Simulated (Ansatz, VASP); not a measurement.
**Two plane-wave programs on CoO**

```
CELL_PARAMETERS angstrom
3.16739 0.00000 0.00000
-1.58369 2.74304 0.00000
0.00000 0.00000 5.28850
ATOMIC_POSITIONS crystal
Co 0.00000 0.00000 0.00714
Co 0.33333 0.66667 0.50714
O 0.00000 0.00000 0.36786
O 0.33333 0.66667 0.86786
```

Alike in both runs: task single point; functional PBE; k mesh 12 × 12 × 8; occupations gaussian, width 0.01 eV; collinear spin.

|  | VASP | Ansatz |
| --- | --- | --- |
| version | VASP 6.6.1 | Ansatz 0.2.0 |
| potentials or method | VASP PAW PBE potentials, release 64 (Co, O), cutoff 520 eV | scalar-relativistic, plane waves, PAW |
| valence electrons in the cell | 30 | 46 |

Ansatz gave:

| Property | Result |
| --- | --- |
| gap on the k mesh at the Fermi level (eV) | 0.15 |
| least direct gap on the mesh (eV) | 0.22 |
| pressure (GPa) | 0.0 |
| traceless stress, the component that is largest in VASP (GPa) | 0.01 |
| net moment per atom (μB) | 0.00 |
| size of the moment on the site where the two differ most (μB) | 2.11 |

**Question.** Estimate VASP's values.

**Answer.** gap on the k mesh at the Fermi level (eV): 0.14; least direct gap on the mesh (eV): 0.23; pressure (GPa): -0.1; traceless stress, the component that is largest in VASP (GPa): -0.05; net moment per atom (μB): 0.00; size of the moment on the site where the two differ most (μB): 2.28.

Site moments also hang on the region over which each program counts them. VASP's potentials hold 30 valence electrons a cell and Ansatz's 46, so a difference there can come from the potentials and not from the codes.
